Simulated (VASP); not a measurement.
# LiH (P4mm) in VASP: a series of runs

The runs below take LiH through single point, with PBE.

Everything below comes from runs of VASP 6.6.1. Logs are shortened: lines on timing, memory, paths and dates and some standing lists are left out, and cuts for length are marked.

## 1. The cell of the first run

Symmetry: P4mm, No. 99, tetragonal system. The conventional cell has a = 8.140 Å, b = 8.140 Å, c = 8.140 Å, α = 90.00°, β = 90.00°, γ = 90.00°. Li (site symmetry 4mm) has 6 H at 2.02 to 2.05 Å within 2.7 Å. Li (site symmetry m) has 6 H at 2.04 Å within 2.7 Å. Within 2.7 Å of Li (site symmetry m) lie 6 H at 2.04 Å. Li (site symmetry 2mm) has 6 H at 2.04 Å within 2.7 Å. Within 2.7 Å of Li (site symmetry m) lie 6 H at 2.04 Å. Within 2.7 Å of Li (site symmetry 4mm) lie 6 H at 2.04 Å. Within 2.7 Å of Li (site symmetry 4mm) lie 6 H at 2.04 Å. Li (site symmetry m) has 6 H at 2.04 Å within 2.7 Å.

## 2. Single point, PBE

File INCAR:

```
PREC     = Accurate       # precision mode
ENCUT    = 520            # plane-wave cutoff, eV
EDIFF    = 1E-6           # SCF threshold, eV
ISMEAR   = 0              # smearing method
SIGMA    = 0.01           # smearing width, eV
LREAL    = Auto         
LASPH    = T              # aspherical terms in the spheres
NELM     = 80             # most SCF steps
ALGO     = Normal         # electronic algorithm
ISIF     = 2              # what is computed and relaxed
LWAVE    = F              # write WAVECAR
LCHARG   = F              # write CHGCAR
GGA      = PE             # functional
NBANDS   = 102            # bands
```

File KPOINTS:

```
regular mesh
0
Gamma
  3 3 3
```

File POSCAR:

```
LiH
1.0
    8.1400000000      0.0000000000      0.0000000000
    0.0000000000      8.1400000000      0.0000000000
    0.0000000000      0.0000000000      8.1400000000
Li H
32 32
Direct
    0.0024570020      0.0000000000      0.0000000000
    0.0000000000      0.2500000000      0.2500000000
    0.2500000000      0.0000000000      0.2500000000
    0.2500000000      0.2500000000      0.0000000000
    0.0000000000      0.0000000000      0.5000000000
    0.0000000000      0.2500000000      0.7500000000
    0.2500000000      0.0000000000      0.7500000000
    0.2500000000      0.2500000000      0.5000000000
    0.0000000000      0.5000000000      0.0000000000
    0.0000000000      0.7500000000      0.2500000000
    0.2500000000      0.5000000000      0.2500000000
    0.2500000000      0.7500000000      0.0000000000
    0.0000000000      0.5000000000      0.5000000000
    0.0000000000      0.7500000000      0.7500000000
    0.2500000000      0.5000000000      0.7500000000
    0.2500000000      0.7500000000      0.5000000000
    0.5000000000      0.0000000000      0.0000000000
    0.5000000000      0.2500000000      0.2500000000
    0.7500000000      0.0000000000      0.2500000000
    0.7500000000      0.2500000000      0.0000000000
    0.5000000000      0.0000000000      0.5000000000
    0.5000000000      0.2500000000      0.7500000000
    0.7500000000      0.0000000000      0.7500000000
    0.7500000000      0.2500000000      0.5000000000
    0.5000000000      0.5000000000      0.0000000000
    0.5000000000      0.7500000000      0.2500000000
    0.7500000000      0.5000000000      0.2500000000
    0.7500000000      0.7500000000      0.0000000000
    0.5000000000      0.5000000000      0.5000000000
    0.5000000000      0.7500000000      0.7500000000
    0.7500000000      0.5000000000      0.7500000000
    0.7500000000      0.7500000000      0.5000000000
    0.2500000000      0.0000000000      0.0000000000
    0.2500000000      0.2500000000      0.2500000000
    0.0000000000      0.0000000000      0.2500000000
    0.0000000000      0.2500000000      0.0000000000
    0.2500000000      0.0000000000      0.5000000000
    0.2500000000      0.2500000000      0.7500000000
    0.0000000000      0.0000000000      0.7500000000
    0.0000000000      0.2500000000      0.5000000000
    0.2500000000      0.5000000000      0.0000000000
    0.2500000000      0.7500000000      0.2500000000
    0.0000000000      0.5000000000      0.2500000000
    0.0000000000      0.7500000000      0.0000000000
    0.2500000000      0.5000000000      0.5000000000
    0.2500000000      0.7500000000      0.7500000000
    0.0000000000      0.5000000000      0.7500000000
    0.0000000000      0.7500000000      0.5000000000
    0.7500000000      0.0000000000      0.0000000000
    0.7500000000      0.2500000000      0.2500000000
    0.5000000000      0.0000000000      0.2500000000
    0.5000000000      0.2500000000      0.0000000000
    0.7500000000      0.0000000000      0.5000000000
    0.7500000000      0.2500000000      0.7500000000
    0.5000000000      0.0000000000      0.7500000000
    0.5000000000      0.2500000000      0.5000000000
    0.7500000000      0.5000000000      0.0000000000
    0.7500000000      0.7500000000      0.2500000000
    0.5000000000      0.5000000000      0.2500000000
    0.5000000000      0.7500000000      0.0000000000
    0.7500000000      0.5000000000      0.5000000000
    0.7500000000      0.7500000000      0.7500000000
    0.5000000000      0.5000000000      0.7500000000
    0.5000000000      0.7500000000      0.5000000000
```

Potentials or basis: VASP PAW PBE potentials, release 64 (Li_sv, H).

Run with:

```console
> cat potpaw_PBE.64/Li_sv/POTCAR potpaw_PBE.64/H/POTCAR > POTCAR
> mpirun -np 1 vasp_std > vasp.out
```

OUTCAR:

```text
PREC = Accurate
   ENCUT = 520
   EDIFF = 1E-6
   ISMEAR = 0
   LREAL = Auto
   LASPH = T
   NELM = 80
   ISIF = 2
   GGA = PE

 ion  position               nearest neighbor table
   1  0.002  0.000  0.000-
   2  0.000  0.250  0.250-
   3  0.250  0.000  0.250-
   4  0.250  0.250  0.000-
   5  0.000  0.000  0.500-
   6  0.000  0.250  0.750-
[... 56 lines left out ...]
  63  0.500  0.500  0.750-
  64  0.500  0.750  0.500-

  LATTYP: Found a simple cubic cell.
 ALAT       =     8.1400000000

  Lattice vectors:

 A1 = (   8.1400000000,   0.0000000000,   0.0000000000)
 A2 = (   0.0000000000,   8.1400000000,   0.0000000000)
 A3 = (   0.0000000000,   0.0000000000,   8.1400000000)

Analysis of symmetry for initial positions (statically):
=====================================================================
 Subroutine PRICEL returns:
 Original cell was already a primitive cell.

 Routine SETGRP: Setting up the symmetry group for a
 simple cubic supercell.

 Subroutine GETGRP returns: Found  8 space group operations
 (whereof  8 operations were pure point group operations)
 out of a pool of 48 trial point group operations.

The static configuration has the point symmetry C_4v.

Analysis of symmetry for dynamics (positions and initial velocities):
=====================================================================
 Subroutine PRICEL returns:
 Original cell was already a primitive cell.

 Routine SETGRP: Setting up the symmetry group for a
 simple cubic supercell.

 Subroutine GETGRP returns: Found  8 space group operations
 (whereof  8 operations were pure point group operations)
 out of a pool of 48 trial point group operations.

The dynamic configuration has the point symmetry C_4v.

 Subroutine INISYM returns: Found  8 space group operations
 (whereof  8 operations are pure point group operations),
 and found     1 'primitive' translations

----------------------------------------------------------------------------------------

[... 193 lines left out ...]
   LSORBIT =      F    spin-orbit coupling
   LASPH  =      T    aspherical Exc in radial PAW
   ENCUT  =  520.0 eV  38.22 Ry    6.18 a.u.  15.14 15.14 15.14*2*pi/ulx,y,z
   NELM   =     80;   NELMIN=  2; NELMDL= -5     # of ELM steps
   EDIFF  = 0.1E-05   stopping-criterion for ELM
   LREAL  =      T    real-space projection
   EDIFFG = 0.1E-04   stopping-criterion for IOM
   NSW    =      0    number of steps for IOM
   IBRION =     -1    ionic relax: 0-MD 1-quasi-New 2-CG
   NFREE  =      0    steps in history (QN), initial steepest desc. (CG)
   ISIF   =      2    stress and relaxation
   ISYM   =      2    0-nonsym 1-usesym 2-fastsym
   POTIM  = 0.5000    time-step for ionic-motion
   TEBEG  =    0.0;   TEEND  =   0.0 temperature during run
   PSTRESS=    0.0 pullay stress
   NELECT =     128.0000    total number of electrons
   NUPDOWN=      -1.0000    fix difference up-down
   EMIN   =  10.00;   EMAX   =-10.00  energy-range for DOS
   EFERMI =   0.00;   METHOD = LEGACY
   ISMEAR =     0;   SIGMA  =   0.01  broadening in eV -4-tet -1-fermi 0-gaus
   EFERMI_NEDOS =   21; number of points for ismear=-14 and -15
   IALGO  =     38    algorithm
   IMIX   =      4    mixing-type and parameters
     AMIX     =   0.40;   BMIX     =  1.00
     AMIX_MAG =   1.60;   BMIX_MAG =  1.00
  volume/ion in A,a.u.               =       8.43        56.87
  Fermi-wavevector in a.u.,A,eV,Ry     =   1.013570  1.915370 13.977594  1.027324
  Thomas-Fermi vector in A             =   2.146747
   LORBIT       =      0    0 simple, 1 ext, 2 COOP (PROOUT), +10 PAW based schemes
   GGA     = PE    functional components
   LHFCALC =     F    Hartree Fock is set to
   AEXX    =    0.0000 exact exchange contribution
   IVDW    =     0    specifies the selected vdW correction
   LEPSILON=     F    determine dielectric tensor
   LRPA    =     F    only Hartree local field effects (RPA)
 non-spin polarized calculation
 Gauss-broadening in eV      SIGMA  =   0.01
  energy-cutoff  :      520.00
  volume of cell :      539.35
 maximum number of plane-waves:     14571
 NGX is ok and might be reduce to    64
   NGX = 31   NGY = 31   NGZ = 31

 number of electron     128.0000254 magnetization

 Free energy of the ion-electron system (eV)
  ---------------------------------------------------
  ext. energy  EPLUGINS =         0.00000000
  ---------------------------------------------------
  free energy    TOTEN  =      -195.91256981 eV

  energy without entropy =     -195.91256981  energy(sigma->0) =     -195.91256981

 E-fermi :   0.0730     XC(G=0):  -8.3653

 val. band max:       -0.1153884663   @ k =   0.0000   0.0000   0.0000
 cond. band min:       2.8942240525   @ k =   0.0000   0.0000   0.0000
 fundamental gap:      3.0096125188
 Fermi energy:         0.0729511758

 k-point     1 :       0.0000    0.0000    0.0000
  band No.  band energies     occupation
      1     -44.4553      2.00000
      2     -44.4309      2.00000
      3     -44.4300      2.00000
      4     -44.4300      2.00000
      5     -44.4297      2.00000
      6     -44.4295      2.00000
[... 463 lines left out ...]
     75       4.8063      0.00000
     76       4.8080      0.00000
 [bands above 76 left out]

------------------------ aborting loop because EDIFF is reached ----------------------------------------

  FORCE on cell =-STRESS in cart. coord.  units (eV):
  Direction    XX          YY          ZZ          XY          YZ          ZX
  --------------------------------------------------------------------------------------
  -------------------------------------------------------------------------------------
  Total       -5.7759784     -5.7752888     -5.7752888     -0.0000000      0.0000000      0.0000000
  in kB      -17.1578525    -17.1558038    -17.1558038     -0.0000000      0.0000000      0.0000000
  external PRESSURE =     -17.1564867 kB  Pullay stress =       0.0000000 kB

 VOLUME and BASIS-vectors are now :
 -----------------------------------------------------------------------------
  energy-cutoff  :      520.00
  volume of cell :      539.35
      direct lattice vectors                 reciprocal lattice vectors
     8.140000000  0.000000000  0.000000000     0.122850123  0.000000000  0.000000000
     0.000000000  8.140000000  0.000000000     0.000000000  0.122850123  0.000000000
     0.000000000  0.000000000  8.140000000     0.000000000  0.000000000  0.122850123

 POSITION                                       TOTAL-FORCE (eV/Angst)
 -----------------------------------------------------------------------------------
      0.02000      0.00000      0.00000        -0.054159     -0.000000     -0.000000
      0.00000      2.03500      2.03500        -0.001554     -0.000030     -0.000030
      2.03500      0.00000      2.03500         0.003810     -0.000000      0.008064
      2.03500      2.03500      0.00000         0.003810      0.008064     -0.000000
      0.00000      0.00000      4.07000        -0.000122     -0.000000     -0.000000
      0.00000      2.03500      6.10500        -0.001554     -0.000030      0.000030
[... 56 lines left out ...]
      4.07000      4.07000      6.10500        -0.000487     -0.000000      0.000002
      4.07000      6.10500      4.07000        -0.000487      0.000002     -0.000000
 -----------------------------------------------------------------------------------
    total drift:                                0.002249      0.000000     -0.000005

  FREE ENERGIE OF THE ION-ELECTRON SYSTEM (eV)
  ---------------------------------------------------
  free  energy   TOTEN  =      -195.9125698059 eV

  energy  without entropy=     -195.9125698059  energy(sigma->0) =     -195.91256981
```

Wall time 4.8 min (1 thread of Intel Xeon 6975P-C (Granite Rapids), shared host); peak memory 0.64 GiB.

What came out:

```yaml
Free_energy: -195.9126 eV
Largest_force: 0.054 eV/Å
Band_gap_on_the_k_mesh: 3.01 eV
```

Forces in eV/Å, atoms in the order of the input:
```
Li  -0.054  0.000  0.000
Li  -0.002  0.000  0.000
Li   0.004  0.000  0.008
Li   0.004  0.008  0.000
Li   0.000  0.000  0.000
Li  -0.002  0.000  0.000
Li   0.004  0.000 -0.008
Li   0.000  0.000  0.000
Li   0.000  0.000  0.000
Li  -0.002  0.000  0.000
Li   0.000  0.000  0.000
Li   0.004 -0.008  0.000
Li   0.000  0.000  0.000
Li  -0.002  0.000  0.000
Li   0.000  0.000  0.000
Li   0.000  0.000  0.000
Li   0.009  0.000  0.000
Li   0.001  0.000  0.000
Li   0.004  0.000 -0.008
Li   0.004 -0.008  0.000
Li   0.000  0.000  0.000
Li   0.001  0.000  0.000
Li   0.004  0.000  0.008
Li   0.000  0.000  0.000
Li   0.000  0.000  0.000
Li   0.001  0.000  0.000
Li   0.000  0.000  0.000
Li   0.004  0.008  0.000
Li   0.000  0.000  0.000
Li   0.001  0.000  0.000
Li   0.000  0.000  0.000
Li   0.000  0.000  0.000
H    0.002  0.000  0.000
H    0.000 -0.001 -0.001
H    0.007  0.000  0.000
H    0.007  0.000  0.000
H    0.000  0.000  0.000
H    0.000 -0.001  0.001
H    0.007  0.000  0.000
H    0.000  0.000  0.000
H    0.000  0.000  0.000
H    0.000  0.001 -0.001
H    0.000  0.000  0.000
H    0.007  0.000  0.000
H    0.000  0.000  0.000
H    0.000  0.001  0.001
H    0.000  0.000  0.000
H    0.000  0.000  0.000
H    0.000  0.000  0.000
H    0.000  0.001  0.001
H   -0.003  0.000  0.000
H   -0.003  0.000  0.000
H    0.000  0.000  0.000
H    0.000  0.001 -0.001
H   -0.003  0.000  0.000
H    0.000  0.000  0.000
H    0.000  0.000  0.000
H    0.000 -0.001  0.001
H    0.000  0.000  0.000
H   -0.003  0.000  0.000
H    0.000  0.000  0.000
H    0.000 -0.001 -0.001
H    0.000  0.000  0.000
H    0.000  0.000  0.000
```

Caveat: the cutoff is under 1.25 times the usual one of these potentials, so pressure, stress and relaxed cells hold a basis-set (Pulay) error; an odd mesh through Γ misses points on the zone boundary, where band edges can lie.

[end of part 1 of 3]
